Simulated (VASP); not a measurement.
# AlRu (NiAs type) (P6_3/mmc) in VASP: relaxation of cell and atoms with PBE

Aim: the relaxation of cell and atoms of AlRu (NiAs type) with PBE.

All numbers are computed with VASP 6.6.1; they aren't measurements. Logs are shortened: lines on timing, memory, paths and dates and some standing lists are left out, and cuts for length are marked.

**1. The cell of the first run**

It takes space group P6_3/mmc (No. 194, hexagonal). Conventional cell: a = 3.300 Å, b = 3.300 Å, c = 5.115 Å, α = 90.00°, β = 90.00°, γ = 120.00°. Within 3.0 Å of Ru (site symmetry -3m) lie 6 Al at 2.29 Å and 2 Ru at 2.56 Å. Within 3.0 Å of Al (site symmetry -6m2) lie 6 Ru at 2.29 Å.

**2. Relaxation of cell and atoms, PBE, target pressure 60 GPa, at which the enthalpy is minimised**

INCAR

```
SYSTEM = AlRu
  ALGO = Normal
  EDIFF = 1E-6
  EDIFFG = -0.005
  ENCUT = 600
  GGA = PE
  IBRION = 2
  ISIF = 3
  ISMEAR = -1
  LASPH = .TRUE.
  LCHARG = .FALSE.
  LREAL = .FALSE.
  LWAVE = .FALSE.
  NELM = 100
  NSW = 60
  PREC = Accurate
  PSTRESS = 600.0
  SIGMA = 0.05
```

KPOINTS

```
k-points
0
G
  11 11 6
  0 0 0
```

POSCAR

```
AlRu
1.0
    3.3002539332      0.0000000000      0.0000000000
   -1.6501269666      2.8581037451      0.0000000000
    0.0000000000      0.0000000000      5.1153935966
Ru Al
2 2
Direct
    0.0000000000      0.0000000000      0.0000000000
    0.0000000000      0.0000000000      0.5000000000
    0.3333333333      0.6666666667      0.2500000000
    0.6666666667      0.3333333333      0.7500000000
```

Potentials or basis: VASP PAW PBE potentials, release 64 (Ru_pv, Al).

Started as:

```sh
> cat potpaw_PBE.64/Ru_pv/POTCAR potpaw_PBE.64/Al/POTCAR > POTCAR
> mpirun -np 1 vasp_std > vasp.out
```

OUTCAR:

```text
SYSTEM = AlRu
   EDIFF = 1E-6
   EDIFFG = -0.005
   ENCUT = 600
   GGA = PE
   IBRION = 2
   ISIF = 3
   ISMEAR = -1
   LASPH = .TRUE.
   LREAL = .FALSE.
   NELM = 100
   NSW = 60
   PREC = Accurate
   PSTRESS = 600.0

 ion  position               nearest neighbor table
   1  0.000  0.000  0.000-   3 2.29   4 2.29   4 2.29   3 2.29   4 2.29   3 2.29   2 2.56   2 2.56

   2  0.000  0.000  0.500-   3 2.29   4 2.29   4 2.29   3 2.29   4 2.29   3 2.29   1 2.56   1 2.56

   3  0.333  0.667  0.250-   1 2.29   2 2.29   1 2.29   2 2.29   1 2.29   2 2.29   4 3.19   4 3.19
                             4 3.19   4 3.19   4 3.19   4 3.19
   4  0.667  0.333  0.750-   1 2.29   2 2.29   1 2.29   2 2.29   1 2.29   2 2.29   3 3.19   3 3.19
                             3 3.19   3 3.19   3 3.19   3 3.19

  LATTYP: Found a hexagonal cell.
 ALAT       =     3.3002539332
 C/A-ratio  =     1.5500000000

  Lattice vectors:

 A1 = (   3.3002539332,   0.0000000000,   0.0000000000)
 A2 = (  -1.6501269666,   2.8581037451,   0.0000000000)
 A3 = (   0.0000000000,   0.0000000000,   5.1153935966)

Analysis of symmetry for initial positions (statically):
=====================================================================
 Subroutine PRICEL returns:
 Original cell was already a primitive cell.

 Routine SETGRP: Setting up the symmetry group for a
 hexagonal supercell.

 Subroutine GETGRP returns: Found 24 space group operations
 (whereof 12 operations were pure point group operations)
 out of a pool of 24 trial point group operations.

The static configuration has the point symmetry D_3d.
 The point group associated with its full space group is D_6h.

Analysis of symmetry for dynamics (positions and initial velocities):
=====================================================================
 Subroutine PRICEL returns:
 Original cell was already a primitive cell.

 Routine SETGRP: Setting up the symmetry group for a
 hexagonal supercell.

 Subroutine GETGRP returns: Found 24 space group operations
 (whereof 12 operations were pure point group operations)
 out of a pool of 24 trial point group operations.

The dynamic configuration has the point symmetry D_3d.
 The point group associated with its full space group is D_6h.

 Subroutine INISYM returns: Found 24 space group operations
 (whereof 12 operations are pure point group operations),
 and found     1 'primitive' translations

----------------------------------------------------------------------------------------

                                     Primitive cell

  volume of cell :      48.2508

  direct lattice vectors                    reciprocal lattice vectors
     3.300253933  0.000000000  0.000000000     0.303006987  0.174941165  0.000000000
    -1.650126967  2.858103745  0.000000000     0.000000000  0.349882331  0.000000000
     0.000000000  0.000000000  5.115393597     0.000000000  0.000000000  0.195488379

  length of vectors
     3.300253933  3.300253933  5.115393597     0.349882331  0.349882331  0.195488379

  position of ions in fractional coordinates (direct lattice)
     0.000000000  0.000000000  0.000000000
     0.000000000  0.000000000  0.500000000
     0.333333333  0.666666667  0.250000000
     0.666666667  0.333333333  0.750000000

  ion indices of the primitive-cell ions
   primitive index   ion index
                 1           1
                 2           2
                 3           3
                 4           4

----------------------------------------------------------------------------------------

 KPOINTS: k-points

Automatic generation of k-mesh.
 Grid dimensions read from file:
 generate k-points for:   11   11    6

 Generating k-lattice:

  Cartesian coordinates                     Fractional coordinates (reciprocal lattice)
     0.027546090  0.015903742  0.000000000     0.090909091 -0.000000000  0.000000000
     0.000000000  0.031807485  0.000000000     0.000000000  0.090909091  0.000000000
     0.000000000  0.000000000  0.032581396     0.000000000  0.000000000  0.166666667

  Length of vectors
     0.031807485  0.031807485  0.032581396

  Shift w.r.t. Gamma in fractional coordinates (k-lattice)
     0.000000000  0.000000000  0.000000000

 Subroutine IBZKPT returns following result:
 ===========================================

 Found     64 irreducible k-points:

 Following reciprocal coordinates:
            Coordinates               Weight
  0.000000  0.000000  0.000000      1.000000
  0.090909  0.000000  0.000000      6.000000
  0.181818  0.000000  0.000000      6.000000
  0.272727 -0.000000  0.000000      6.000000
  0.363636  0.000000  0.000000      6.000000
  0.454545  0.000000  0.000000      6.000000
[... 16 lines left out ...]
  0.090909  0.090909  0.166667     12.000000
  0.181818  0.090909  0.166667     24.000000
 [... further k-points ...]
   k-points           NKPTS =     64   k-points in BZ     NKDIM =     64   number of bands    NBANDS=     21
   number of dos      NEDOS =    301   number of ions     NIONS =      4
   total plane-waves  NPLWV =  32928
   dimension x,y,z NGX =    28 NGY =   28 NGZ =   42
   dimension x,y,z NGXF=    56 NGYF=   56 NGZF=   84
   ions per type =               2   2
   NGX,Y,Z   is equivalent  to a cutoff of  14.10, 14.10, 13.65 a.u.
   NGXF,Y,Z  is equivalent  to a cutoff of  28.21, 28.21, 27.30 a.u.
 SYSTEM =  AlRu
   PREC   = accura    normal or accurate (medium, high low for compatibility)
   ISTART =      0    job   : 0-new  1-cont  2-samecut
   ICHARG =      2    charge: 1-file 2-atom 10-const
   ISPIN  =      1    spin polarized calculation?
   LNONCOLLINEAR =      F non collinear calculations
   LSORBIT =      F    spin-orbit coupling
   LASPH  =      T    aspherical Exc in radial PAW
   ENCUT  =  600.0 eV  44.10 Ry    6.64 a.u.   6.59  6.59 10.22*2*pi/ulx,y,z
   NELM   =    100;   NELMIN=  2; NELMDL= -5     # of ELM steps
   EDIFF  = 0.1E-05   stopping-criterion for ELM
   LREAL  =      F    real-space projection
   EDIFFG = -.5E-02   stopping-criterion for IOM
   NSW    =     60    number of steps for IOM
   IBRION =      2    ionic relax: 0-MD 1-quasi-New 2-CG
   NFREE  =      1    steps in history (QN), initial steepest desc. (CG)
   ISIF   =      3    stress and relaxation
   ISYM   =      2    0-nonsym 1-usesym 2-fastsym
   POTIM  = 0.5000    time-step for ionic-motion
   TEBEG  =    0.0;   TEEND  =   0.0 temperature during run
   PSTRESS=  600.0 pullay stress
   NELECT =      34.0000    total number of electrons
   NUPDOWN=      -1.0000    fix difference up-down
   EMIN   =  10.00;   EMAX   =-10.00  energy-range for DOS
   EFERMI =   0.00;   METHOD = LEGACY
   ISMEAR =    -1;   SIGMA  =   0.05  broadening in eV -4-tet -1-fermi 0-gaus
   EFERMI_NEDOS =   21; number of points for ismear=-14 and -15
   IALGO  =     38    algorithm
   IMIX   =      4    mixing-type and parameters
     AMIX     =   0.40;   BMIX     =  1.00
     AMIX_MAG =   1.60;   BMIX_MAG =  1.00
  volume/ion in A,a.u.               =      12.06        81.40
  Fermi-wavevector in a.u.,A,eV,Ry     =   1.456799  2.752951 28.875150  2.122264
  Thomas-Fermi vector in A             =   2.573675
   LORBIT       =      0    0 simple, 1 ext, 2 COOP (PROOUT), +10 PAW based schemes
   GGA     = PE    functional components
   LHFCALC =     F    Hartree Fock is set to
   AEXX    =    0.0000 exact exchange contribution
   IVDW    =     0    specifies the selected vdW correction
   LEPSILON=     F    determine dielectric tensor
   LRPA    =     F    only Hartree local field effects (RPA)
 conjugate gradient relaxation of ions
 non-spin polarized calculation
  energy-cutoff  :      600.00
  volume of cell :       48.25
 maximum number of plane-waves:      1641
 NGX is ok and might be reduce to    28
   NGX = 13   NGY = 13   NGZ = 21

--------------------------------------- Ionic step        1  -------------------------------------------

 number of electron      34.0000003 magnetization

 Free energy of the ion-electron system (eV)
  ---------------------------------------------------
  ext. energy  EPLUGINS =         0.00000000
  ---------------------------------------------------
  free energy    TOTEN  =       -22.66711268 eV

  energy without entropy =      -22.63628633  energy(sigma->0) =      -22.65169951

------------------------ aborting loop because EDIFF is reached ----------------------------------------

  FORCE on cell =-STRESS in cart. coord.  units (eV):
  Direction    XX          YY          ZZ          XY          YZ          ZX
  --------------------------------------------------------------------------------------
  -------------------------------------------------------------------------------------
  Total       17.1791079     17.1791079     33.7697094      0.0000000     -0.0000000      0.0000000
  in kB      570.4358177    570.4358177   1121.3301624      0.0000000     -0.0000000      0.0000000
  external PRESSURE =     154.0672660 kB  Pullay stress =     600.0000000 kB
[... 25 lines left out ...]
  enthalpy is  TOTEN    =        -4.5976570186 eV   P V=       18.0694556650

--------------------------------------- Ionic step        2  -------------------------------------------

 number of electron      34.0000000 magnetization

 E-fermi :   9.8890     XC(G=0): -12.2309

 val. band max:        9.8703572508   @ k =   0.2727   0.1818   0.0000
 cond. band min:       9.9090168993   @ k =   0.3636   0.0909   0.1667
 fundamental gap:      0.0386596484
 Fermi energy:         9.8890416786

 k-point     1 :       0.0000    0.0000    0.0000
  band No.  band energies     occupation
      1     -32.1147      2.00000
      2     -32.0488      2.00000
      3     -32.0488      2.00000
      4     -32.0331      2.00000
      5     -32.0331      2.00000
      6     -31.9319      2.00000
[... 638 lines left out ...]
  FREE ENERGIE OF THE ION-ELECTRON SYSTEM (eV)
  ---------------------------------------------------
  free  energy   TOTEN  =       -25.8155111432 eV

  energy  without entropy=      -25.7919274601  energy(sigma->0) =      -25.80371930

  enthalpy is  TOTEN    =        -5.6285882105 eV   P V=       20.1869229326

[... ionic steps 4 to 10 ...]

--------------------------------------- Ionic step       11  -------------------------------------------

 number of electron      33.9999992 magnetization

------------------------ aborting loop because EDIFF is reached ----------------------------------------

  FORCE on cell =-STRESS in cart. coord.  units (eV):
  Direction    XX          YY          ZZ          XY          YZ          ZX
  --------------------------------------------------------------------------------------
  -------------------------------------------------------------------------------------
  Total       16.7164540     16.7164540     17.4365259     -0.0000000     -0.0000000     -0.0000000
  in kB      578.3631204    578.3631204    603.2764799     -0.0000000     -0.0000000     -0.0000000
  external PRESSURE =     -13.3324264 kB  Pullay stress =     600.0000000 kB
[... 65 lines left out ...]
  enthalpy is  TOTEN    =        -8.9038030537 eV   P V=       17.3127655300

--------------------------------------- Ionic step       13  -------------------------------------------

 number of electron      33.9999997 magnetization

 Free energy of the ion-electron system (eV)
  ---------------------------------------------------
  ext. energy  EPLUGINS =         0.00000000
  ---------------------------------------------------
  free energy    TOTEN  =       -26.18933172 eV

  energy without entropy =      -26.17274078  energy(sigma->0) =      -26.18103625

 E-fermi :  13.3028     XC(G=0): -13.3319

 val. band max:       13.2931349298   @ k =   0.2727  -0.0000   0.0000
 cond. band min:      13.3152645806   @ k =   0.0909   0.0000   0.1667
 fundamental gap:      0.0221296508
 Fermi energy:        13.3027887783

 k-point     1 :       0.0000    0.0000    0.0000
  band No.  band energies     occupation
      1     -29.0466      2.00000
      2     -29.0103      2.00000
      3     -28.6655      2.00000
      4     -28.6655      2.00000
      5     -28.6649      2.00000
      6     -28.6649      2.00000
[... 598 lines left out ...]
  FREE ENERGIE OF THE ION-ELECTRON SYSTEM (eV)
  ---------------------------------------------------
  free  energy   TOTEN  =       -26.1893317167 eV

  energy  without entropy=      -26.1727407797  energy(sigma->0) =      -26.18103625

  enthalpy is  TOTEN    =        -8.9044347180 eV   P V=       17.2848969987

 reached required accuracy - stopping structural energy minimisation
```

It took 19 min on 1 thread of AMD EPYC 7R13, shared host; peak memory 0.21 GiB.

Results:

```
Free energy                                                : -26.1893 eV
Relaxed volume                                             : 11.54 Å³/atom
Relaxed cell                                               : a = 2.690 Å, b = 2.690 Å, c = 7.367 Å, α = 90.00°, β = 90.00°, γ = 120.00°
Space group after relaxing (to 0.1 Å)                      : P6_3/mmc (No. 194)
Energy change on relaxing (the run minimises the enthalpy) : -880.6 meV/atom
Ionic steps                                                : 13
Pressure after relaxing                                    : 60.0 GPa
Band gap on the k mesh                                     : zero (bands 17 and 18 overlap by 3.12 eV)
```

The path:
```
step  energy change (eV)  largest force (eV/Å)  pressure (GPa)  volume (Å³)
   1              0.0000                0.0000           75.41        48.25
   2             -3.8499                0.0000           14.66        56.16
   3             -3.1484                0.0000           27.64        53.91
   4             -3.7492                0.0000           26.08        53.12
   5             -4.2713                0.0000           37.66        49.20
   6             15.0722                0.0000          298.79        36.25
   7             -4.1976                0.0000           41.94        48.41
   8             -3.9969                0.0000           47.65        47.57
   9             -3.9378                0.0000           49.06        47.39
  10             -3.3950                0.0000           63.20        45.85
  11             -3.5765                0.0000           58.67        46.31
  12             -3.5495                0.0000           59.35        46.23
  13             -3.5222                0.0000           59.99        46.16
```

Final structure:
```
CELL_PARAMETERS angstrom
2.68970 0.00000 0.00000
-1.34485 2.32935 0.00000
0.00000 0.00000 7.36694
ATOMIC_POSITIONS crystal
Ru 0.00000 0.00000 0.00000
Ru 0.00000 0.00000 0.50000
Al 0.33333 0.66667 0.25000
Al 0.66667 0.33333 0.75000
```

Levels at points of the mesh, in eV from the Fermi level:
| k point | band 14 | band 15 | band 16 | band 17 | band 18 | band 19 | band 20 | band 21 |
| --- | --- | --- | --- | --- | --- | --- | --- | --- |
| (0.00, 0.00, 0.00) | -2.17 | -2.17 | -0.25 | -0.25 | 0.05 | 0.13 | 0.13 | 7.81 |
| (0.00, 0.00, 0.50) | -2.18 | -1.52 | -1.52 | -0.07 | -0.07 | -0.07 | -0.07 | 9.16 |

Caveat: the cell is relaxed towards a set pressure, so the run minimises the enthalpy, not the energy; a cell axis changed by over 15 % at a fixed basis, so the end point is rough.

The gap in the log of VASP goes by the Fermi energy; the results here count the filled bands.